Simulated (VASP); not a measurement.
# MgI2 (P-3m1) in VASP: a series of runs

MgI2 is run at these levels: PBE-based screened hybrid with 25 % exact exchange; tasks: single point.

All numbers are computed with VASP 6.6.1; they aren't measurements. Logs are shortened: lines on timing, memory, paths and dates and some standing lists are left out, and cuts for length are marked.

### Step 1. The cell of the first run

Symmetry: P-3m1, No. 164, trigonal system. Conventional cell: a = 4.140 Å, b = 4.140 Å, c = 6.880 Å, α = 90.00°, β = 90.00°, γ = 120.00°. Within 3.9 Å of I (site symmetry 3m) lie 3 Mg at 2.94 Å. Mg (site symmetry -3m) has 6 I at 2.94 Å within 3.9 Å.

### Step 2. Single point, PBE-based screened hybrid with 25 % exact exchange

Contents of POSCAR:

```
MgI2
1.0
    4.1400000000      0.0000000000      0.0000000000
   -2.0700000000      3.5853451717      0.0000000000
    0.0000000000      0.0000000000      6.8800000000
I Mg
2 1
Direct
    0.6666666667      0.3333333333      0.7500000000
    0.3333333333      0.6666666667      0.2500000000
    0.0000000000      0.0000000000      0.0000000000
```

Contents of INCAR.step1:

```
PREC     = Accurate       # precision mode
ENCUT    = 520            # plane-wave cutoff, eV
EDIFF    = 1E-5           # SCF threshold, eV
ISMEAR   = -1             # smearing method
SIGMA    = 0.05           # smearing width, eV
LREAL    = False          # projectors in reciprocal space
LASPH    = True           # aspherical terms in the spheres
NELM     = 100            # most SCF steps
ALGO     = Normal         # electronic algorithm
ISIF     = 2              # what is computed and relaxed
LWAVE    = True           # write WAVECAR
LCHARG   = False          # write CHGCAR
GGA      = PE             # functional
NBANDS   = 15             # bands
```

Contents of INCAR.step2:

```
PREC     = Accurate       # precision mode
ENCUT    = 520            # plane-wave cutoff, eV
EDIFF    = 1E-7           # SCF threshold, eV
ISMEAR   = -1             # smearing method
SIGMA    = 0.05           # smearing width, eV
LREAL    = False          # projectors in reciprocal space
LASPH    = True           # aspherical terms in the spheres
NELM     = 100            # most SCF steps
ALGO     = Normal         # electronic algorithm
ISIF     = 2              # what is computed and relaxed
LWAVE    = False          # write WAVECAR
LCHARG   = False          # write CHGCAR
GGA      = PE             # functional
LHFCALC  = True           # exact exchange
AEXX     = 0.25           # exact-exchange fraction
HFSCREEN = 0.1            # screening, 1/A
PRECFOCK = Normal       
ISTART   = 1            
NBANDS   = 15             # bands
```

Contents of KPOINTS:

```
Automatic mesh
0
Gamma
  4 4 2
```

Potentials or basis: VASP PAW PBE potentials, release 64 (I, Mg).

The run is started by

```sh
cat potpaw_PBE.64/I/POTCAR potpaw_PBE.64/Mg/POTCAR > POTCAR
cp INCAR.step1 INCAR
mpirun -np 1 vasp_std > vasp.out
cp INCAR.step2 INCAR
mpirun -np 1 vasp_std > vasp.out
```

OUTCAR:

```text
PREC = Accurate
   ENCUT = 520
   EDIFF = 1E-7
   ISMEAR = -1
   LREAL = False
   LASPH = True
   NELM = 100
   ISIF = 2
   GGA = PE
   LHFCALC = True
   AEXX = 0.25
   HFSCREEN = 0.1
   PRECFOCK = Normal
   ISTART = 1

 ion  position               nearest neighbor table
   1  0.667  0.333  0.750-   3 2.94   3 2.94   3 2.94
   2  0.333  0.667  0.250-   3 2.94   3 2.94   3 2.94
   3  0.000  0.000  0.000-   1 2.94   2 2.94   1 2.94   2 2.94   1 2.94   2 2.94

  LATTYP: Found a hexagonal cell.
 ALAT       =     4.1400000000
 C/A-ratio  =     1.6618357488

  Lattice vectors:

 A1 = (   4.1400000000,   0.0000000000,   0.0000000000)
 A2 = (  -2.0700000000,   3.5853451717,   0.0000000000)
 A3 = (   0.0000000000,   0.0000000000,   6.8800000000)

Analysis of symmetry for initial positions (statically):
=====================================================================
 Subroutine PRICEL returns:
 Original cell was already a primitive cell.

 Routine SETGRP: Setting up the symmetry group for a
 hexagonal supercell.

 Subroutine GETGRP returns: Found 12 space group operations
 (whereof 12 operations were pure point group operations)
 out of a pool of 24 trial point group operations.

The static configuration has the point symmetry D_3d.

Analysis of symmetry for dynamics (positions and initial velocities):
=====================================================================
 Subroutine PRICEL returns:
 Original cell was already a primitive cell.

 Routine SETGRP: Setting up the symmetry group for a
 hexagonal supercell.

 Subroutine GETGRP returns: Found 12 space group operations
 (whereof 12 operations were pure point group operations)
 out of a pool of 24 trial point group operations.

The dynamic configuration has the point symmetry D_3d.

 Subroutine INISYM returns: Found 12 space group operations
 (whereof 12 operations are pure point group operations),
 and found     1 'primitive' translations

----------------------------------------------------------------------------------------

                                     Primitive cell

  volume of cell :     102.1221

[... 85 lines left out ...]
   NUPDOWN=      -1.0000    fix difference up-down
   EMIN   =  10.00;   EMAX   =-10.00  energy-range for DOS
   EFERMI =   0.00;   METHOD = LEGACY
   ISMEAR =    -1;   SIGMA  =   0.05  broadening in eV -4-tet -1-fermi 0-gaus
   EFERMI_NEDOS =   21; number of points for ismear=-14 and -15
   IALGO  =     38    algorithm
   IMIX   =      1    mixing-type and parameters
     AMIX     =   0.40;   BMIX     =  1.00
     AMIX_MAG =   1.60;   BMIX_MAG =  1.00
  volume/ion in A,a.u.               =      34.04       229.72
  Fermi-wavevector in a.u.,A,eV,Ry     =   0.882555  1.667786 10.597613  0.778903
  Thomas-Fermi vector in A             =   2.003202
   LORBIT       =      0    0 simple, 1 ext, 2 COOP (PROOUT), +10 PAW based schemes
   GGA     = PE    functional components
   LHFCALC =     T    Hartree Fock is set to
   PRECFOCK=normal    Normal, Fast or Accurate (Low or Medium for compatibility)
   ENCUT4O =  -1.0   cutoff for four orbital integrals eV
   NKREDX  =     1    reduce k-point grid by
   NKREDY  =     1    reduce k-point grid by
   NKREDZ  =     1    reduce k-point grid by
   AEXX    =    0.2500 exact exchange contribution
   HFSCREEN=    0.1000 screening length (either q_TF or 0.3 A-1)
   HFSCREENC=   0.1000 screening length for correlation (either q_TF or 0.3 A-1)
   ENCUTFOCK=  -1.0 apply spherical cutoff to Coloumb kernel
   IVDW    =     0    specifies the selected vdW correction
   LEPSILON=     F    determine dielectric tensor
   LRPA    =     F    only Hartree local field effects (RPA)
 non-spin polarized calculation
  energy-cutoff  :      520.00
  volume of cell :      102.12
 maximum number of plane-waves:      2779
 NGX is ok and might be reduce to    32
  NGX = 24; NGY = 24; NGZ = 40

 number of electron      16.0000002 magnetization

 Free energy of the ion-electron system (eV)
  ---------------------------------------------------
  ext. energy  EPLUGINS =         0.00000000
  ---------------------------------------------------
  free energy    TOTEN  =        -9.50854857 eV

  energy without entropy =       -9.50854857  energy(sigma->0) =       -9.50854857

 E-fermi :   2.5933     XC(G=0):  -6.7339

 val. band max:        1.4952346215   @ k =   0.0000   0.0000   0.0000
 cond. band min:       6.2600065673   @ k =   0.5000  -0.0000   0.5000
 fundamental gap:      4.7647719459
 Fermi energy:         2.5932811440

 k-point     1 :       0.0000    0.0000    0.0000
  band No.  band energies     occupation
      1     -11.6259      2.00000
      2     -10.8581      2.00000
      3      -2.4223      2.00000
      4       1.0983      2.00000
      5       1.0983      2.00000
      6       1.4725      2.00000
      7       1.4952      2.00000
      8       1.4952      2.00000
      9       6.4453      0.00000
     10       7.6493      0.00000
     11       9.7312      0.00000
     12       9.7312      0.00000
     13      10.3299      0.00000
     14      11.1898      0.00000
[... 113 lines left out ...]
      2     -10.6646      2.00000
      3      -2.0280      2.00000
      4      -1.5562      2.00000
      5      -0.7854      2.00000
      6      -0.3613      2.00000
      7       0.7507      2.00000
      8       0.8669      2.00000
      9       7.3185      0.00000
     10       8.3458      0.00000
     11       9.0408      0.00000
     12      10.4103      0.00000
     13      10.5516      0.00000
     14      10.9368      0.00000
     15      11.1570      0.00000

------------------------ aborting loop because EDIFF is reached ----------------------------------------

  FORCE on cell =-STRESS in cart. coord.  units (eV):
  Direction    XX          YY          ZZ          XY          YZ          ZX
  --------------------------------------------------------------------------------------
  -------------------------------------------------------------------------------------
  Total        0.0543124      0.0543124     -0.5053210      0.0000000     -0.0000000     -0.0000000
  in kB        0.8520983      0.8520983     -7.9278998      0.0000000     -0.0000000     -0.0000000
  external PRESSURE =      -2.0745677 kB  Pullay stress =       0.0000000 kB

 VOLUME and BASIS-vectors are now :
 -----------------------------------------------------------------------------
  energy-cutoff  :      520.00
  volume of cell :      102.12
      direct lattice vectors                 reciprocal lattice vectors
     4.140000000  0.000000000  0.000000000     0.241545894  0.139456587  0.000000000
    -2.070000000  3.585345172  0.000000000     0.000000000  0.278913174  0.000000000
     0.000000000  0.000000000  6.880000000     0.000000000  0.000000000  0.145348837

 POSITION                                       TOTAL-FORCE (eV/Angst)
 -----------------------------------------------------------------------------------
      2.07000      1.19512      5.16000        -0.000000      0.000000      0.399447
     -0.00000      2.39023      1.72000        -0.000000      0.000000     -0.399447
      0.00000      0.00000      0.00000         0.000000      0.000000      0.000000
 -----------------------------------------------------------------------------------
    total drift:                               -0.000000     -0.000000      0.000040

  FREE ENERGIE OF THE ION-ELECTRON SYSTEM (eV)
  ---------------------------------------------------
  free  energy   TOTEN  =        -9.5085485664 eV

  energy  without entropy=       -9.5085485663  energy(sigma->0) =       -9.50854857
```

OSZICAR.step1:

```text
N       E                     dE             d eps       ncg     rms          rms(c)
DAV:   1     0.775773992630E+02    0.77577E+02   -0.56549E+03   240   0.837E+02
DAV:   2    -0.176993486294E+01   -0.79347E+02   -0.70928E+02   335   0.133E+02
DAV:   3    -0.771486388696E+01   -0.59449E+01   -0.59211E+01   317   0.414E+01
DAV:   4    -0.781930318140E+01   -0.10444E+00   -0.10443E+00   313   0.675E+00
DAV:   5    -0.782105784698E+01   -0.17547E-02   -0.17546E-02   317   0.823E-01    0.395E+00
DAV:   6    -0.768373346291E+01    0.13732E+00   -0.11477E-01   254   0.178E+00    0.272E+00
DAV:   7    -0.765781504229E+01    0.25918E-01   -0.12035E-01   261   0.174E+00    0.787E-01
DAV:   8    -0.765611571590E+01    0.16993E-02   -0.72028E-03   261   0.501E-01    0.302E-01
DAV:   9    -0.765627804640E+01   -0.16233E-03   -0.12338E-03   296   0.207E-01    0.101E-01
DAV:  10    -0.765626077207E+01    0.17274E-04   -0.41294E-05   303   0.450E-02    0.395E-02
DAV:  11    -0.765626614316E+01   -0.53711E-05   -0.12566E-05   241   0.232E-02
   1 F= -.76562661E+01 E0= -.76562661E+01  d E =-.266279E-10
```

Wall time 12 min (1 thread of Intel Xeon 8259CL, shared host); peak memory 0.34 GiB.

Results:

```
Free energy            : -9.5085 eV
Pressure               : -0.2 GPa
Largest force          : 0.399 eV/Å
Band gap on the k mesh : 4.76 eV (least direct gap 4.95 eV)
```

Forces in eV/Å, atoms in the order of the input:
```
I    0.000  0.000  0.399
I    0.000  0.000 -0.399
Mg   0.000  0.000  0.000
```

Caveat: the k points lie up to 0.46 Å⁻¹ apart; the PAW data sets were made with another functional, which shifts forces and pressure a little; spin-orbit coupling is left out, which moves the levels of the heavy elements.

### Step 3. Single point, PBE-based screened hybrid with 25 % exact exchange

POSCAR is that of step 2.

Contents of INCAR.step1:

```
ALGO = Normal ; EDIFF = 1E-5
ENCUT = 520 ; GGA = PE
ISIF = 2 ; ISMEAR = -1
LASPH = True ; LREAL = False
LWAVE = True ; NBANDS = 15
NELM = 80 ; PREC = Accurate
SIGMA = 0.05
```

Contents of INCAR.step2:

```
AEXX = 0.25 ; ALGO = Normal
EDIFF = 1E-6 ; ENCUT = 520
GGA = PE ; HFSCREEN = 0.15
ISIF = 2 ; ISMEAR = -1
ISTART = 1 ; LASPH = True
LCHARG = True ; LELF = True
LHFCALC = True ; LREAL = False
LVHAR = True ; LWAVE = False
NBANDS = 15 ; NELM = 80
PREC = Accurate ; PRECFOCK = Normal
SIGMA = 0.05
```

Contents of KPOINTS:

```
k-points
0
Gamma
  4 4 2
```

Potentials or basis: VASP PAW PBE potentials, release 64 (I, Mg).

The run is started by

```sh
cat potpaw_PBE.64/I/POTCAR potpaw_PBE.64/Mg/POTCAR > POTCAR
cp INCAR.step1 INCAR
mpirun -np 1 vasp_std > vasp.out
cp INCAR.step2 INCAR
mpirun -np 1 vasp_std > vasp.out
```

Wall time 9.3 min (1 thread of Intel Xeon 8259CL, shared host); peak memory 0.34 GiB.

It converged, with:

* Free energy: -9.3241 eV
* Pressure: -0.1 GPa
* Largest force: 0.398 eV/Å
* Band gap on the k mesh: 4.59 eV (least direct gap 4.78 eV)

Forces on the atoms (eV/Å):
```
I    0.000  0.000  0.398
I    0.000  0.000 -0.398
Mg   0.000  0.000  0.000
```

Stress tensor (GPa, compression positive):
```
 0.16  0.00  0.00
 0.00  0.16  0.00
 0.00  0.00 -0.75
```

Levels at points of the mesh, in eV from the valence-band top:
| k point | band 5 | band 6 | band 7 | band 8 | band 9 | band 10 | band 11 | band 12 |
| --- | --- | --- | --- | --- | --- | --- | --- | --- |
| (0.00, 0.00, 0.00) | -0.40 | -0.02 | 0.00 | 0.00 | 4.78 | 5.98 | 8.06 | 8.06 |
| (0.50, 0.00, 0.00) | -2.09 | -1.41 | -1.01 | -0.44 | 4.75 | 6.43 | 6.49 | 8.11 |
| (0.00, 0.00, 0.50) | -0.27 | -0.27 | -0.14 | -0.14 | 5.89 | 6.07 | 7.84 | 7.84 |
| (0.50, 0.00, 0.50) | -1.21 | -1.18 | -0.90 | -0.75 | 4.59 | 6.21 | 6.77 | 7.15 |

Caveat: the k points lie up to 0.46 Å⁻¹ apart; the PAW data sets were made with another functional, which shifts forces and pressure a little; spin-orbit coupling is left out, which moves the levels of the heavy elements. A k mesh can miss the band edges.
